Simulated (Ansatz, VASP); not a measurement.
# Two plane-wave programs on Ru

```
Ru
1.0
     2.70580    0.00000    0.00000
    -1.35290    2.34329    0.00000
     0.00000    0.00000    4.28190
Ru
2
Cartesian
  0.0000 1.5622 1.4455
  1.3529 0.7811 3.2114
```

Change from the starting cell: one atom moved.

Alike in both runs: task single point; functional PBE; k mesh 15 × 15 × 8; occupations gaussian, width 0.1 eV; no spin polarisation.

```csv
,VASP,Ansatz
version,VASP 6.6.1,Ansatz 0.2.0
potentials or method,"VASP PAW PBE potentials, release 64 (Ru_pv), cutoff 520 eV","scalar-relativistic, plane waves, PAW"
valence electrons in the cell,28,32
```

Ansatz gave:

```
gap on the k mesh at the Fermi level (eV) : none
rms of the force components (eV/Å)        : 3.822
```

Which values does VASP return?

gap on the k mesh at the Fermi level (eV): none; rms of the force components (eV/Å): 3.898.

Atom by atom the forces differ by 0.075 eV/Å (rms over components). A gap of «none» marks a metal or a gap that the smearing closes. VASP's potentials hold 28 valence electrons a cell and Ansatz's 32, so a difference there can come from the potentials and not from the codes.
